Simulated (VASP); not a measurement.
Wanted: the native input for a VASP 6.6.1 run.

```
Task                   : single point
Functional             : r2SCAN
Potentials or basis    : VASP PAW PBE potentials, release 64 (Ta_pv)
Cutoff                 : 520 eV
k mesh                 : 16 × 16 × 16
Occupations            : gaussian, width 0.1 eV
Spin                   : no spin polarisation
Dipole correction      : no
Further INCAR settings : ALGO = Normal; EDIFF = 1e-06; NBANDS = 18
```

Ta:

```xyz
2
Lattice="3.1064 0.0000 0.0000 0.0000 3.1064 0.0000 0.0000 0.0000 3.4236" Properties=species:S:1:pos:R:3 pbc="T T T"
Ta    0.0000    0.0000    0.0000
Ta    1.5532    1.5532    1.7118
```

This cell differs from its parent crystal: biaxial strain in the a-b plane: -6.0 %.

The input as run:

POSCAR

```
Ta
1.0
    3.1063848428      0.0000000000      0.0000000000
    0.0000000000      3.1063848428      0.0000000000
    0.0000000000      0.0000000000      3.4236326565
Ta
2
Direct
    0.0000000000      0.0000000000      0.0000000000
    0.5000000000      0.5000000000      0.5000000000
```

INCAR.step1

```
PREC = Accurate ; ENCUT = 520
ISMEAR = 0 ; SIGMA = 0.1
LREAL = F ; LASPH = T
NELM = 60 ; NBANDS = 18
GGA = PE ; ALGO = Normal
EDIFF = 1E-4 ; LWAVE = T
LCHARG = F
```

INCAR.step2

```
PREC = Accurate ; ENCUT = 520
EDIFF = 1E-6 ; ISMEAR = 0
SIGMA = 0.1 ; LREAL = F
LASPH = T ; NELM = 60
ALGO = Normal ; ISIF = 2
LWAVE = F ; LCHARG = F
METAGGA = R2SCAN ; LMIXTAU = T
NBANDS = 18 ; ISTART = 1
```

KPOINTS

```
Automatic mesh
0
Gamma
  16 16 16
```

Potentials or basis: VASP PAW PBE potentials, release 64 (Ta_pv).

Run with:

```sh
$ cat potpaw_PBE.64/Ta_pv/POTCAR > POTCAR
$ cp INCAR.step1 INCAR
$ mpirun -np 1 vasp_std > vasp.out
$ cp INCAR.step2 INCAR
$ mpirun -np 1 vasp_std > vasp.out
```

It gave:

| Quantity | Value |
| --- | --- |
| Pressure | 23.1 GPa |
| Band gap on the k mesh | zero (bands 11 and 12 overlap by 3.76 eV) |

Caveat: the cell differs from its parent crystal (biaxial strain in the a-b plane: -6.0 %); the stress differs along the axes, from 14 to 28 GPa; the PAW data sets were made with another functional, which shifts forces and pressure a little; spin-orbit coupling is left out, which moves the levels of the heavy elements.

It took 11 min on 1 thread of Intel Xeon 8259CL (shared host), peak memory 0.31 GiB.
